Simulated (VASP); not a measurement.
# Si2Mo in VASP: a series of runs

Si2Mo is run at these levels: PBE; tasks: relaxation of shape and atoms at fixed volume, single point.

All numbers are computed with VASP 6.6.1; they aren't measurements. Logs are shortened: lines on timing, memory, paths and dates and some standing lists are left out, and cuts for length are marked.

**1. The cell of the first run**

It takes space group I4/mmm (No. 139, tetragonal). The conventional cell has a = 3.249 Å, b = 3.249 Å, c = 7.951 Å, α = 90.00°, β = 90.00°, γ = 90.00°. Si (site symmetry 4mm) has 9 Si at 2.62 to 3.25 Å and 5 Mo at 2.65 to 2.66 Å within 3.5 Å. Mo (site symmetry 4/mmm) has 10 Si at 2.65 to 2.66 Å and 4 Mo at 3.25 Å within 3.5 Å.

**2. Relaxation of shape and atoms at fixed volume, PBE (13.99 Å³/atom)**

Contents of INCAR:

```
SYSTEM = Si2Mo
PREC = Accurate ; ENCUT = 600
EDIFF = 1E-6 ; ISMEAR = 0
SIGMA = 0.1 ; LREAL = .False.
LASPH = .True. ; NELM = 60
ALGO = Normal ; ISIF = 4
LWAVE = .False. ; LCHARG = .False.
GGA = PE ; IBRION = 2
NSW = 50 ; EDIFFG = -0.01
```

Contents of KPOINTS:

```
regular mesh
0
Gamma
  18 18 18
  0 0 0
```

Contents of POSCAR:

```
Si2Mo
1.0
   -1.6243497062      1.6243497062      3.9754878856
    1.6243497062     -1.6243497062      3.9754878856
    1.6243497062      1.6243497062     -3.9754878856
Si Mo
2 1
Direct
    0.3350991393      0.3350991393      0.0000000000
    0.6649008607      0.6649008607      0.0000000000
    0.0000000000      0.0000000000      0.0000000000
```

Potentials or basis: VASP PAW PBE potentials, release 64 (Si, Mo_sv).

On the command line:

```sh
cat potpaw_PBE.64/Si/POTCAR potpaw_PBE.64/Mo_sv/POTCAR > POTCAR
mpirun -np 1 vasp_std > vasp.out
```

OUTCAR:

```text
SYSTEM = Si2Mo
   PREC = Accurate
   ENCUT = 600
   EDIFF = 1E-6
   ISMEAR = 0
   LREAL = .False.
   LASPH = .True.
   NELM = 60
   ISIF = 4
   GGA = PE
   IBRION = 2
   NSW = 50
   EDIFFG = -0.01

 ion  position               nearest neighbor table
   1  0.335  0.335  0.000-   2 2.62   3 2.65   3 2.65   3 2.65   3 2.65   3 2.66   2 2.67   2 2.67
                             2 2.67   2 2.67
   2  0.665  0.665  0.000-   1 2.62   3 2.65   3 2.65   3 2.65   3 2.65   3 2.66   1 2.67   1 2.67
                             1 2.67   1 2.67
   3  0.000  0.000  0.000-   2 2.65   2 2.65   2 2.65   1 2.65   2 2.65   1 2.65   1 2.65   1 2.65
                             1 2.66   2 2.66

  LATTYP: Found a body centered tetragonal cell.
 ALAT       =     3.2486994124
 C/A-ratio  =     2.4474334993

  Lattice vectors:

 A1 = (  -1.6243497062,   1.6243497062,   3.9754878856)
 A2 = (   1.6243497062,  -1.6243497062,   3.9754878856)
 A3 = (   1.6243497062,   1.6243497062,  -3.9754878856)

Analysis of symmetry for initial positions (statically):
=====================================================================
 Subroutine PRICEL returns:
 Original cell was already a primitive cell.

 Routine SETGRP: Setting up the symmetry group for a
 body centered tetragonal supercell.

 Subroutine GETGRP returns: Found 16 space group operations
 (whereof 16 operations were pure point group operations)
 out of a pool of 16 trial point group operations.

The static configuration has the point symmetry D_4h.

Analysis of symmetry for dynamics (positions and initial velocities):
=====================================================================
 Subroutine PRICEL returns:
 Original cell was already a primitive cell.

 Routine SETGRP: Setting up the symmetry group for a
 body centered tetragonal supercell.

 Subroutine GETGRP returns: Found 16 space group operations
 (whereof 16 operations were pure point group operations)
 out of a pool of 16 trial point group operations.

The dynamic configuration has the point symmetry D_4h.

 Subroutine INISYM returns: Found 16 space group operations
 (whereof 16 operations are pure point group operations),
 and found     1 'primitive' translations

----------------------------------------------------------------------------------------

                                     Primitive cell

  volume of cell :      41.9575

  direct lattice vectors                    reciprocal lattice vectors
    -1.624349706  1.624349706  3.975487886     0.000000000  0.307815490  0.125770727
     1.624349706 -1.624349706  3.975487886     0.307815490  0.000000000  0.125770727
     1.624349706  1.624349706 -3.975487886     0.307815490  0.307815490  0.000000000

  length of vectors
     4.591462497  4.591462497  4.591462497     0.332518648  0.332518648  0.435316840

  position of ions in fractional coordinates (direct lattice)
     0.335099139  0.335099139  0.000000000
     0.664900861  0.664900861  0.000000000
     0.000000000  0.000000000  0.000000000

  ion indices of the primitive-cell ions
   primitive index   ion index
                 1           1
                 2           2
                 3           3

----------------------------------------------------------------------------------------

 KPOINTS: regular mesh

Automatic generation of k-mesh.
 Grid dimensions read from file:
 generate k-points for:   18   18   18

 Generating k-lattice:

  Cartesian coordinates                     Fractional coordinates (reciprocal lattice)
     0.000000000  0.017100861  0.006987263     0.055555556  0.000000000  0.000000000
     0.017100861  0.000000000  0.006987263     0.000000000  0.055555556  0.000000000
     0.017100861  0.017100861  0.000000000     0.000000000  0.000000000  0.055555556

  Length of vectors
     0.018473258  0.018473258  0.024184269

  Shift w.r.t. Gamma in fractional coordinates (k-lattice)
     0.000000000  0.000000000  0.000000000

 Subroutine IBZKPT returns following result:
 ===========================================

 Found    480 irreducible k-points:

 Following reciprocal coordinates:
            Coordinates               Weight
  0.000000  0.000000  0.000000      1.000000
  0.055556  0.000000 -0.000000      8.000000
  0.111111  0.000000 -0.000000      8.000000
  0.166667  0.000000  0.000000      8.000000
  0.222222  0.000000 -0.000000      8.000000
  0.277778  0.000000 -0.000000      8.000000
[... 16 lines left out ...]
 -0.277778  0.055556  0.000000     16.000000
 -0.222222  0.055556  0.000000     16.000000
 [... further k-points ...]
   k-points           NKPTS =    480   k-points in BZ     NKDIM =    480   number of bands    NBANDS=     15
   number of dos      NEDOS =    301   number of ions     NIONS =      3
   total plane-waves  NPLWV =  64000
   dimension x,y,z NGX =    40 NGY =   40 NGZ =   40
   dimension x,y,z NGXF=    80 NGYF=   80 NGZF=   80
   ions per type =               2   1
   NGX,Y,Z   is equivalent  to a cutoff of  14.48, 14.48, 14.48 a.u.
   NGXF,Y,Z  is equivalent  to a cutoff of  28.97, 28.97, 28.97 a.u.
 SYSTEM =  Si2Mo
   PREC   = accura    normal or accurate (medium, high low for compatibility)
   ISTART =      0    job   : 0-new  1-cont  2-samecut
   ICHARG =      2    charge: 1-file 2-atom 10-const
   ISPIN  =      1    spin polarized calculation?
   LNONCOLLINEAR =      F non collinear calculations
   LSORBIT =      F    spin-orbit coupling
   LASPH  =      T    aspherical Exc in radial PAW
   ENCUT  =  600.0 eV  44.10 Ry    6.64 a.u.   9.17  9.17  9.17*2*pi/ulx,y,z
   NELM   =     60;   NELMIN=  2; NELMDL= -5     # of ELM steps
   EDIFF  = 0.1E-05   stopping-criterion for ELM
   LREAL  =      F    real-space projection
   EDIFFG = -.1E-01   stopping-criterion for IOM
   NSW    =     50    number of steps for IOM
   IBRION =      2    ionic relax: 0-MD 1-quasi-New 2-CG
   NFREE  =      1    steps in history (QN), initial steepest desc. (CG)
   ISIF   =      4    stress and relaxation
   ISYM   =      2    0-nonsym 1-usesym 2-fastsym
   POTIM  = 0.5000    time-step for ionic-motion
   TEBEG  =    0.0;   TEEND  =   0.0 temperature during run
   PSTRESS=    0.0 pullay stress
   NELECT =      22.0000    total number of electrons
   NUPDOWN=      -1.0000    fix difference up-down
   EMIN   =  10.00;   EMAX   =-10.00  energy-range for DOS
   EFERMI =   0.00;   METHOD = LEGACY
   ISMEAR =     0;   SIGMA  =   0.10  broadening in eV -4-tet -1-fermi 0-gaus
   EFERMI_NEDOS =   21; number of points for ismear=-14 and -15
   IALGO  =     38    algorithm
   IMIX   =      4    mixing-type and parameters
     AMIX     =   0.40;   BMIX     =  1.00
     AMIX_MAG =   1.60;   BMIX_MAG =  1.00
  volume/ion in A,a.u.               =      13.99        94.38
  Fermi-wavevector in a.u.,A,eV,Ry     =   1.320117  2.494660 23.711009  1.742710
  Thomas-Fermi vector in A             =   2.449967
   LORBIT       =      0    0 simple, 1 ext, 2 COOP (PROOUT), +10 PAW based schemes
   GGA     = PE    functional components
   LHFCALC =     F    Hartree Fock is set to
   AEXX    =    0.0000 exact exchange contribution
   IVDW    =     0    specifies the selected vdW correction
   LEPSILON=     F    determine dielectric tensor
   LRPA    =     F    only Hartree local field effects (RPA)
 conjugate gradient relaxation of ions
 non-spin polarized calculation
 Gauss-broadening in eV      SIGMA  =   0.10
  energy-cutoff  :      600.00
  volume of cell :       41.96
 maximum number of plane-waves:      1436
 NGX is ok and might be reduce to    40
   NGX = 19   NGY = 19   NGZ = 19

--------------------------------------- Ionic step        1  -------------------------------------------

 number of electron      21.9999999 magnetization

 Free energy of the ion-electron system (eV)
  ---------------------------------------------------
  ext. energy  EPLUGINS =         0.00000000
  ---------------------------------------------------
  free energy    TOTEN  =       -23.24124817 eV

  energy without entropy =      -23.24007266  energy(sigma->0) =      -23.24066042

------------------------ aborting loop because EDIFF is reached ----------------------------------------

  FORCE on cell =-STRESS in cart. coord.  units (eV):
  Direction    XX          YY          ZZ          XY          YZ          ZX
  --------------------------------------------------------------------------------------
  -------------------------------------------------------------------------------------
  Total       -1.4059233     -1.4059233     -1.6061185      0.0000000     -0.0000000     -0.0000000
  in kB      -53.6862048    -53.6862048    -61.3308075      0.0000000     -0.0000000     -0.0000000
  external PRESSURE =     -56.2344057 kB  Pullay stress =       0.0000000 kB

 VOLUME and BASIS-vectors are now :
 -----------------------------------------------------------------------------
  energy-cutoff  :      600.00
  volume of cell :       41.96
      direct lattice vectors                 reciprocal lattice vectors
    -1.624349706  1.624349706  3.975487886     0.000000000  0.307815490  0.125770727
     1.624349706 -1.624349706  3.975487886     0.307815490  0.000000000  0.125770727
     1.624349706  1.624349706 -3.975487886     0.307815490  0.307815490  0.000000000
[... 75 lines left out ...]
 POSITION                                       TOTAL-FORCE (eV/Angst)
 -----------------------------------------------------------------------------------
      0.00000      0.00000      2.66222         0.000000      0.000000      0.017513
      0.00000      0.00000      5.27482         0.000000      0.000000     -0.017513
      0.00000      0.00000      0.00000        -0.000000     -0.000000     -0.000000
 -----------------------------------------------------------------------------------
    total drift:                                0.000000     -0.000000      0.000000

  FREE ENERGIE OF THE ION-ELECTRON SYSTEM (eV)
  ---------------------------------------------------
  free  energy   TOTEN  =       -23.2415841351 eV

  energy  without entropy=      -23.2404034148  energy(sigma->0) =      -23.24099377

--------------------------------------- Ionic step        4  -------------------------------------------

 number of electron      21.9999999 magnetization

 Free energy of the ion-electron system (eV)
  ---------------------------------------------------
  ext. energy  EPLUGINS =         0.00000000
  ---------------------------------------------------
  free energy    TOTEN  =       -23.24161407 eV

  energy without entropy =      -23.24042898  energy(sigma->0) =      -23.24102153

 E-fermi :  11.6286     XC(G=0): -12.2292

 val. band max:       11.6227404760   @ k =  -0.1111  -0.1111   0.0556
 cond. band min:      11.6362090174   @ k =  -0.1667  -0.1667   0.1111
 fundamental gap:      0.0134685414
 Fermi energy:        11.6286297844

 k-point     1 :       0.0000    0.0000    0.0000
  band No.  band energies     occupation
      1     -49.1389      2.00000
      2     -23.2578      2.00000
      3     -23.2113      2.00000
      4     -23.2113      2.00000
      5      -1.4511      2.00000
      6       5.5035      2.00000
      7       8.1943      2.00000
      8       8.7744      2.00000
      9       9.1332      2.00000
     10       9.1332      2.00000
     11      11.9617      0.00000
     12      14.5389      0.00000
     13      14.9844      0.00000
     14      14.9844      0.00000
     15      14.9988      0.00000
[... 397 lines left out ...]
 k-point    24 :      -0.2222    0.0556    0.0000
  band No.  band energies     occupation
      1     -49.1324      2.00000
      2     -23.3000      2.00000
      3     -23.2497      2.00000
      4     -23.2093      2.00000
      5      -0.6176      2.00000
      6       5.4794      2.00000
      7       6.7843      2.00000
      8       8.5507      2.00000
      9       9.1452      2.00000
     10       9.8892      2.00000
     11      10.3801      2.00000
     12      13.3043      0.00000
     13      13.6474      0.00000
     14      15.5940      0.00000
     15      15.8113      0.00000

 [... further k-points ...]

------------------------ aborting loop because EDIFF is reached ----------------------------------------

  FORCE on cell =-STRESS in cart. coord.  units (eV):
  Direction    XX          YY          ZZ          XY          YZ          ZX
  --------------------------------------------------------------------------------------
  -------------------------------------------------------------------------------------
  Total       -1.4522181     -1.4522181     -1.4463986      0.0000000      0.0000000      0.0000000
  in kB      -55.4540065    -55.4540065    -55.2317865      0.0000000      0.0000000      0.0000000
  external PRESSURE =     -55.3799331 kB  Pullay stress =       0.0000000 kB

 VOLUME and BASIS-vectors are now :
 -----------------------------------------------------------------------------
  energy-cutoff  :      600.00
  volume of cell :       41.96
      direct lattice vectors                 reciprocal lattice vectors
    -1.625462765  1.625462765  3.970045208     0.000000000  0.307604709  0.125943150
     1.625462765 -1.625462765  3.970045208     0.307604709  0.000000000  0.125943150
     1.625462765  1.625462765 -3.970045208     0.307604709  0.307604709  0.000000000

 POSITION                                       TOTAL-FORCE (eV/Angst)
 -----------------------------------------------------------------------------------
      0.00000      0.00000      2.66429        -0.000000     -0.000000      0.000246
      0.00000      0.00000      5.27580         0.000000      0.000000     -0.000246
      1.62546      1.62546      3.97005         0.000000      0.000000     -0.000000
 -----------------------------------------------------------------------------------
    total drift:                               -0.000000     -0.000000      0.000000

  FREE ENERGIE OF THE ION-ELECTRON SYSTEM (eV)
  ---------------------------------------------------
  free  energy   TOTEN  =       -23.2416140750 eV

  energy  without entropy=      -23.2404289845  energy(sigma->0) =      -23.24102153

 reached required accuracy - stopping structural energy minimisation
```

Run time: 16 min. Hardware: 1 thread of Intel Xeon Platinum 8375C at 2.90GHz (Ice Lake), shared host; peak memory 0.54 GiB.

What came out:

- Free energy: -23.2416 eV
- Energy gained by relaxing: 0.1 meV/atom
- Ionic steps: 4
- Pressure after relaxing: -5.5 GPa
- Band gap on the k mesh: zero (bands 11 and 12 overlap by 0.91 eV)

The path:
| step | energy change (eV) | largest force (eV/Å) | pressure (GPa) | volume (Å³) |
| --- | --- | --- | --- | --- |
| 1 | 0.0000 | 0.0641 | -5.62 | 41.96 |
| 2 | -0.0003 | 0.0071 | -5.53 | 41.96 |
| 3 | -0.0003 | 0.0175 | -5.55 | 41.96 |
| 4 | -0.0004 | 0.0002 | -5.54 | 41.96 |

Final structure:
```
Si Mo
1.0
    -1.62546    1.62546    3.97005
     1.62546   -1.62546    3.97005
     1.62546    1.62546   -3.97005
Si Mo
2 1
Direct
  0.33555 0.33555 0.00000
  0.66445 0.66445 0.00000
  0.00000 0.00000 0.00000
```

Levels at points of the mesh, in eV from the Fermi level:
```csv
k point,band 8,band 9,band 10,band 11,band 12,band 13,band 14,band 15
"(0.00, 0.00, 0.00)",-2.85,-2.50,-2.50,0.33,2.91,3.36,3.36,3.37
"(0.50, 0.00, 0.00)",-4.36,-2.48,-2.41,-0.45,2.11,3.03,3.76,4.09
"(0.50, 0.50, 0.00)",-5.20,-4.26,-2.87,-1.22,2.15,2.55,3.03,3.25
"(0.50, 0.50, 0.50)",-2.05,-0.54,-0.54,-0.48,-0.48,0.46,4.62,4.66
```

[end of part 1 of 2]

The gap in the log of VASP goes by the Fermi energy; the results here count the filled bands.